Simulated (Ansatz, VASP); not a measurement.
Two plane-wave programs on MgO

```
CELL_PARAMETERS angstrom
0.00000 2.12850 2.12850
2.12850 0.00000 2.12850
2.12850 2.12850 0.00000
ATOMIC_POSITIONS crystal
Mg 0.00000 0.00000 0.00000
O 0.50000 0.50000 0.50000
```

Alike in both runs: task single point; functional LDA; k mesh 9 × 9 × 9; occupations fermi-dirac, width 0.05 eV; no spin polarisation.

|  | VASP | Ansatz |
| --- | --- | --- |
| version | VASP 6.6.1 | Ansatz 0.2.0 |
| potentials or method | VASP PAW LDA potentials, release 64 (Mg, O), cutoff 600 eV | PAW, plane waves, scalar-relativistic |
| valence electrons in the cell | 8 | 16 |

VASP gave:

| Item | Value |
| --- | --- |
| pressure (GPa) | -12.3 |

Estimate Ansatz's values.

pressure (GPa): -10.4.

LDA's correlation is that of Perdew and Zunger in VASP and of Perdew and Wang (1992) in Ansatz. VASP's potentials hold 8 valence electrons a cell and Ansatz's 16, so a difference there can come from the potentials and not from the codes.
